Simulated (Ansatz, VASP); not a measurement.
# TiSi2 in VASP and in Ansatz

Contents of INCAR:

```
PREC = Accurate ; ENCUT = 520
EDIFF = 1E-8 ; ISMEAR = -1
SIGMA = 0.08 ; LREAL = F
LASPH = T ; NELM = 60
ALGO = Normal ; ISIF = 2
LWAVE = F ; LCHARG = F
GGA = PE ; LEFG = T
NBANDS = 29
```

The input KPOINTS:

```
Automatic mesh
0
Gamma
  8 8 8
```

Contents of POSCAR:

```
TiSi2
1.0
    0.0000000000      4.1180000000      4.3467300000
    2.3865000000      0.0000000000      4.3467300000
    2.3865000000      4.1180000000      0.0000000000
Ti Si
2 4
Direct
    0.7500000000      0.7500000000      0.7500000000
    0.5000000000      0.5000000000      0.5000000000
    0.0830000000      0.4170000000      0.0830000000
    0.4170000000      0.0830000000      0.4170000000
    0.1670000000      0.8330000000      0.1670000000
    0.8330000000      0.1670000000      0.8330000000
```

Input for Ansatz:

```yaml
crystal:
  lattice:
    - [0.0, 4.118, 4.34673]
    - [2.3865, 0.0, 4.34673]
    - [2.3865, 4.118, 0.0]
  atoms:
    - { symbol: Ti, position: [0.75, 0.75, 0.75] }
    - { symbol: Ti, position: [0.5, 0.5, 0.5] }
    - { symbol: Si, position: [0.083, 0.417, 0.083] }
    - { symbol: Si, position: [0.417, 0.083, 0.417] }
    - { symbol: Si, position: [0.167, 0.833, 0.167] }
    - { symbol: Si, position: [0.833, 0.167, 0.833] }
kpoints:
  mp_grid: { grid: [8, 8, 8] }
scf:
  occupations: { method: fermi_dirac, width: 0.08 }
hamiltonian:
  xc: pbe
  pseudopotentials: { kind: all_electron, datasets: crystal }
output:
  forces: true
  stress: true
  eigenvalues: true
  efg: { contact_densities: true }
```

Change from the starting cell: zz strain of +2 %, crystal datasets.

Alike in both runs: task electric field gradients; functional PBE; k mesh 8 × 8 × 8; occupations fermi-dirac, width 0.08 eV; no spin polarisation.

|  | VASP | Ansatz |
| --- | --- | --- |
| version | VASP 6.6.1 | Ansatz 0.2.0 |
| potentials or method | VASP PAW PBE potentials, release 64 (Ti_sv, Si), cutoff 520 eV | all-electron PAW with datasets made for the crystal, scalar-relativistic |

Ansatz gave:

| Item | Value |
| --- | --- |
| pressure (GPa) | -1.0 |
| traceless stress, the component that is largest in VASP (GPa) | -4.94 |
| rms of the force components (eV/Å) | 0.107 |
| size of Vzz on the site where it differs most (V/Å²) | 7.1 |

Task: Estimate VASP's values.

Result: Pressure (GPa): -1.0; traceless stress, the component that is largest in VASP (GPa): -4.93; rms of the force components (eV/Å): 0.107; size of Vzz on the site where it differs most (V/Å²): 6.3.

Atom by atom the forces differ by 0.000 eV/Å (rms over components). Ansatz ran all-electron here, and VASP with PAW potentials.
